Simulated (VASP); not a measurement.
# In5TeMo2 (P6/mmm) in VASP: a series of runs

In5TeMo2 is run at these levels: PBE; tasks: relaxation of cell and atoms.

All numbers are computed with VASP 6.6.1; they aren't measurements. Logs are shortened: lines on timing, memory, paths and dates and some standing lists are left out, and cuts for length are marked.

## Step 1: The cell of the first run

Symmetry: P6/mmm, No. 191, hexagonal system. Conventional cell: a = 6.426 Å, b = 6.426 Å, c = 5.316 Å, α = 90.00°, β = 90.00°, γ = 120.00°. In (site symmetry mmm) has 2 Mo at 1.85 Å within 2.5 Å. Within 3.5 Å of In (site symmetry -6m2) lie 2 Mo at 2.66 Å and 6 In at 3.24 Å. Te (site symmetry 6/mmm) has 18 In at 3.71 to 4.17 Å and 12 Mo at 4.56 Å within 4.9 Å. Mo (site symmetry -6m2) has 3 In at 1.85 Å within 2.5 Å.

The cell was generated, and may not be a known phase.

## Step 2: Relaxation of cell and atoms, PBE

The input, INCAR:

```
ALGO = Normal
EDIFF = 1E-7
EDIFFG = -0.08
ENCUT = 500
GGA = PE
GGA_COMPAT = F
IBRION = 2
ISIF = 3
ISMEAR = 0
LASPH = T
LCHARG = F
LREAL = F
LWAVE = F
NELM = 120
NELMIN = 4
NSW = 36
PREC = Accurate
SIGMA = 0.2
```

The input, KPOINTS:

```
k-points
0
Gamma
  3 3 3
```

The input, POSCAR:

```
In5TeMo2
1.0
    6.4256855800      0.0000000000      0.0000000000
   -3.2128427900      5.5648069500      0.0000000000
    0.0000000000      0.0000000000      5.3164843600
In Te Mo
5 1 2
Direct
    0.5000000000      0.0000000000      0.0000000000
    0.0000000000      0.5000000000      0.0000000000
    0.5000000000      0.5000000000      0.0000000000
    0.3333333300      0.6666666700      0.5000000000
    0.6666666700      0.3333333300      0.5000000000
    0.0000000000      0.0000000000      0.5000000000
    0.3333333300      0.6666666700      0.0000000000
    0.6666666700      0.3333333300      0.0000000000
```

Potentials or basis: VASP PAW PBE potentials, release 64 (In_d, Te, Mo_sv).

Started as:

```
$ cat potpaw_PBE.64/In_d/POTCAR potpaw_PBE.64/Te/POTCAR potpaw_PBE.64/Mo_sv/POTCAR > POTCAR
$ mpirun -np 1 vasp_std > vasp.out
```

OUTCAR:

```text
EDIFF = 1E-7
   EDIFFG = -0.08
   ENCUT = 500
   GGA = PE
   IBRION = 2
   ISIF = 3
   ISMEAR = 0
   LASPH = T
   LREAL = F
   NELM = 120
   NELMIN = 4
   NSW = 36
   PREC = Accurate

 ion  position               nearest neighbor table
   1  0.500  0.000  0.000-   7 1.85   8 1.85   2 3.21   3 3.21   3 3.21   2 3.21   4 3.24   5 3.24
                             4 3.24   5 3.24
   2  0.000  0.500  0.000-   7 1.85   8 1.85   3 3.21   3 3.21   1 3.21   1 3.21   4 3.24   5 3.24
                             4 3.24   5 3.24
   3  0.500  0.500  0.000-   7 1.85   8 1.85   2 3.21   2 3.21   1 3.21   1 3.21   4 3.24   5 3.24
                             4 3.24   5 3.24
   4  0.333  0.667  0.500-   7 2.66   7 2.66   2 3.24   2 3.24   1 3.24   1 3.24   3 3.24   3 3.24
                             6 3.71   5 3.71   5 3.71   6 3.71   6 3.71   5 3.71
   5  0.667  0.333  0.500-   8 2.66   8 2.66   2 3.24   2 3.24   1 3.24   1 3.24   3 3.24   3 3.24
                             6 3.71   4 3.71   4 3.71   6 3.71   6 3.71   4 3.71
   6  0.000  0.000  0.500-   4 3.71   5 3.71   5 3.71   4 3.71   5 3.71   4 3.71
   7  0.333  0.667  0.000-   2 1.85   1 1.85   3 1.85   4 2.66   4 2.66
   8  0.667  0.333  0.000-   2 1.85   1 1.85   3 1.85   5 2.66   5 2.66

 -----------------------------------------------------------------------------
|                                                                             |
|           W    W    AA    RRRRR   N    N  II  N    N   GGGG   !!!           |
|           W    W   A  A   R    R  NN   N  II  NN   N  G    G  !!!           |
|           W    W  A    A  R    R  N N  N  II  N N  N  G       !!!           |
|           W WW W  AAAAAA  RRRRR   N  N N  II  N  N N  G  GGG   !            |
|           WW  WW  A    A  R   R   N   NN  II  N   NN  G    G                |
|           W    W  A    A  R    R  N    N  II  N    N   GGGG   !!!           |
|                                                                             |
|     The distance between some ions is very small. Please check the          |
|     nearest-neighbor list in the OUTCAR file.                               |
|     I HOPE YOU KNOW WHAT YOU ARE DOING!                                     |
|                                                                             |
 -----------------------------------------------------------------------------

  LATTYP: Found a hexagonal cell.
 ALAT       =     6.4256855800
 C/A-ratio  =     0.8273800972

  Lattice vectors:

 A1 = (   6.4256855800,   0.0000000000,   0.0000000000)
 A2 = (  -3.2128427900,   5.5648069500,   0.0000000000)
 A3 = (   0.0000000000,   0.0000000000,   5.3164843600)

Analysis of symmetry for initial positions (statically):
=====================================================================
 Subroutine PRICEL returns:
 Original cell was already a primitive cell.

 Routine SETGRP: Setting up the symmetry group for a
 hexagonal supercell.

 Subroutine GETGRP returns: Found 24 space group operations
 (whereof 24 operations were pure point group operations)
 out of a pool of 24 trial point group operations.

The static configuration has the point symmetry D_6h.

Analysis of symmetry for dynamics (positions and initial velocities):
=====================================================================
 Subroutine PRICEL returns:
 Original cell was already a primitive cell.

 Routine SETGRP: Setting up the symmetry group for a
 hexagonal supercell.

 Subroutine GETGRP returns: Found 24 space group operations
 (whereof 24 operations were pure point group operations)
 out of a pool of 24 trial point group operations.

The dynamic configuration has the point symmetry D_6h.

 Subroutine INISYM returns: Found 24 space group operations
 (whereof 24 operations are pure point group operations),
 and found     1 'primitive' translations

----------------------------------------------------------------------------------------

                                     Primitive cell

  volume of cell :     190.1053

  direct lattice vectors                    reciprocal lattice vectors
     6.425685580  0.000000000  0.000000000     0.155625417  0.089850377  0.000000000
    -3.212842790  5.564806950  0.000000000     0.000000000  0.179700753  0.000000000
     0.000000000  0.000000000  5.316484360     0.000000000  0.000000000  0.188094224

  length of vectors
     6.425685580  6.425685581  5.316484360     0.179700753  0.179700753  0.188094224

  position of ions in fractional coordinates (direct lattice)
     0.500000000  0.000000000  0.000000000
     1.000000000  0.500000000  0.000000000
     0.500000000  0.500000000  0.000000000
     0.333333330  0.666666670  0.500000000
     0.666666670  0.333333330  0.500000000
     0.000000000  0.000000000  0.500000000
     0.333333330  0.666666670  0.000000000
     0.666666670  0.333333330  0.000000000

  ion indices of the primitive-cell ions
   primitive index   ion index
                 1           1
                 2           2
                 3           3
                 4           4
                 5           5
                 6           6
                 7           7
                 8           8

----------------------------------------------------------------------------------------

 KPOINTS: k-points

Automatic generation of k-mesh.
 Grid dimensions read from file:
 generate k-points for:    3    3    3

 Generating k-lattice:

  Cartesian coordinates                     Fractional coordinates (reciprocal lattice)
     0.051875139  0.029950126  0.000000000     0.333333333 -0.000000000  0.000000000
     0.000000000  0.059900251  0.000000000     0.000000000  0.333333333  0.000000000
     0.000000000  0.000000000  0.062698075     0.000000000  0.000000000  0.333333333

  Length of vectors
     0.059900251  0.059900251  0.062698075

  Shift w.r.t. Gamma in fractional coordinates (k-lattice)
     0.000000000  0.000000000  0.000000000

 Subroutine IBZKPT returns following result:
 ===========================================

 Found      6 irreducible k-points:

 Following reciprocal coordinates:
            Coordinates               Weight
  0.000000  0.000000  0.000000      1.000000
  0.333333 -0.000000  0.000000      6.000000
  0.333333  0.333333  0.000000      2.000000
  0.000000  0.000000  0.333333      2.000000
  0.333333 -0.000000  0.333333     12.000000
  0.333333  0.333333  0.333333      4.000000
   k-points           NKPTS =      6   k-points in BZ     NKDIM =      6   number of bands    NBANDS=     59
   number of dos      NEDOS =    301   number of ions     NIONS =      8
   total plane-waves  NPLWV =  92160
   dimension x,y,z NGX =    48 NGY =   48 NGZ =   40
   dimension x,y,z NGXF=    96 NGYF=   96 NGZF=   80
   ions per type =               5   1   2
   NGX,Y,Z   is equivalent  to a cutoff of  12.42, 12.42, 12.51 a.u.
   NGXF,Y,Z  is equivalent  to a cutoff of  24.84, 24.84, 25.02 a.u.
 SYSTEM =  unknown system
   PREC   = accura    normal or accurate (medium, high low for compatibility)
   ISTART =      0    job   : 0-new  1-cont  2-samecut
   ICHARG =      2    charge: 1-file 2-atom 10-const
   ISPIN  =      1    spin polarized calculation?
   LNONCOLLINEAR =      F non collinear calculations
   LSORBIT =      F    spin-orbit coupling
   LASPH  =      T    aspherical Exc in radial PAW
   ENCUT  =  500.0 eV  36.75 Ry    6.06 a.u.  11.72 11.72  9.69*2*pi/ulx,y,z
   NELM   =    120;   NELMIN=  4; NELMDL= -5     # of ELM steps
   EDIFF  = 0.1E-06   stopping-criterion for ELM
   LREAL  =      F    real-space projection
   EDIFFG = -.8E-01   stopping-criterion for IOM
   NSW    =     36    number of steps for IOM
   IBRION =      2    ionic relax: 0-MD 1-quasi-New 2-CG
   NFREE  =      1    steps in history (QN), initial steepest desc. (CG)
   ISIF   =      3    stress and relaxation
   ISYM   =      2    0-nonsym 1-usesym 2-fastsym
   POTIM  = 0.5000    time-step for ionic-motion
   TEBEG  =    0.0;   TEEND  =   0.0 temperature during run
   PSTRESS=    0.0 pullay stress
   NELECT =      99.0000    total number of electrons
   NUPDOWN=      -1.0000    fix difference up-down
   EMIN   =  10.00;   EMAX   =-10.00  energy-range for DOS
   EFERMI =   0.00;   METHOD = LEGACY
   ISMEAR =     0;   SIGMA  =   0.20  broadening in eV -4-tet -1-fermi 0-gaus
   EFERMI_NEDOS =   21; number of points for ismear=-14 and -15
   IALGO  =     38    algorithm
   IMIX   =      4    mixing-type and parameters
     AMIX     =   0.40;   BMIX     =  1.00
     AMIX_MAG =   1.60;   BMIX_MAG =  1.00
  volume/ion in A,a.u.               =      23.76       160.36
  Fermi-wavevector in a.u.,A,eV,Ry     =   1.317109  2.488976 23.603077  1.734777
  Thomas-Fermi vector in A             =   2.447174
   LORBIT       =      0    0 simple, 1 ext, 2 COOP (PROOUT), +10 PAW based schemes
   GGA     = PE    functional components
   LHFCALC =     F    Hartree Fock is set to
   AEXX    =    0.0000 exact exchange contribution
   IVDW    =     0    specifies the selected vdW correction
   LEPSILON=     F    determine dielectric tensor
   LRPA    =     F    only Hartree local field effects (RPA)
 conjugate gradient relaxation of ions
 non-spin polarized calculation
 Gauss-broadening in eV      SIGMA  =   0.20
  energy-cutoff  :      500.00
  volume of cell :      190.11
 maximum number of plane-waves:      4885
 NGX is ok and might be reduce to    48
   NGX = 23   NGY = 23   NGZ = 19

--------------------------------------- Ionic step        1  -------------------------------------------

 number of electron      98.9999995 magnetization

 Free energy of the ion-electron system (eV)
  ---------------------------------------------------
  ext. energy  EPLUGINS =         0.00000000
  ---------------------------------------------------
  free energy    TOTEN  =        17.20370598 eV

  energy without entropy =       17.36602881  energy(sigma->0) =       17.28486740

 E-fermi :   7.8230     XC(G=0): -10.2448

 val. band max:        7.7677598732   @ k =   0.3333   0.3333   0.3333
 cond. band min:       7.8808083447   @ k =   0.3333   0.3333   0.3333
 fundamental gap:      0.1130484715
 Fermi energy:         7.8230106900
[... 871 lines left out ...]
     58       1.4994      0.00000
     59       1.7542      0.00000

[... ionic steps 4 to 7 ...]

--------------------------------------- Ionic step        8  -------------------------------------------

 number of electron      99.0000123 magnetization

------------------------ aborting loop because EDIFF is reached ----------------------------------------
[... 79 lines left out ...]
--------------------------------------- Ionic step       10  -------------------------------------------

 number of electron      98.9999995 magnetization

 Free energy of the ion-electron system (eV)
  ---------------------------------------------------
  ext. energy  EPLUGINS =         0.00000000
  ---------------------------------------------------
  free energy    TOTEN  =       -27.79955108 eV

  energy without entropy =      -27.53599597  energy(sigma->0) =      -27.66777352

 E-fermi :   1.3050     XC(G=0):  -7.0875

 val. band max:        1.2903422428   @ k =   0.0000   0.0000   0.3333
 cond. band min:       1.3329863616   @ k =   0.3333   0.3333   0.3333
 fundamental gap:      0.0426441187
 Fermi energy:         1.3049501611
[... 405 lines left out ...]
  FREE ENERGIE OF THE ION-ELECTRON SYSTEM (eV)
  ---------------------------------------------------
  free  energy   TOTEN  =       -27.7995510753 eV

  energy  without entropy=      -27.5359959708  energy(sigma->0) =      -27.66777352

 reached required accuracy - stopping structural energy minimisation
```

Wall time 35 min (1 thread of Intel Xeon 8259CL, shared host); peak memory 0.34 GiB.

Results:

- Free energy: -27.7996 eV
- Relaxed volume: 48.59 Å³/atom
- Relaxed cell: a = 9.177 Å, b = 9.177 Å, c = 5.330 Å, α = 90.00°, β = 90.00°, γ = 120.00°
- Space group after relaxing (to 0.1 Å): P6/mmm (No. 191)
- Pressure after relaxing: -0.2 GPa
- Band gap on the k mesh: zero (an odd number of electrons rules out a gap without spin polarisation)

Final structure:
```
CELL_PARAMETERS angstrom
9.17682 0.00000 0.00000
-4.58841 7.94736 0.00000
0.00000 0.00000 5.32959
ATOMIC_POSITIONS crystal
In 0.50000 0.00000 0.00000
In 0.00000 0.50000 0.00000
In 0.50000 0.50000 0.00000
In 0.33333 0.66667 0.50000
In 0.66667 0.33333 0.50000
Te 0.00000 0.00000 0.50000
Mo 0.33333 0.66667 0.00000
Mo 0.66667 0.33333 0.00000
```

Caveat: the k points lie up to 0.39 Å⁻¹ apart in the final cell, too coarse for converged energies and pressures of a metal; the volume moved by over 15 % at a fixed basis, so the end points are rough; spin-orbit coupling is left out, which moves the levels of the heavy elements.

[end of part 1 of 2]

The gap in the log of VASP goes by the Fermi energy; the results here count the filled bands.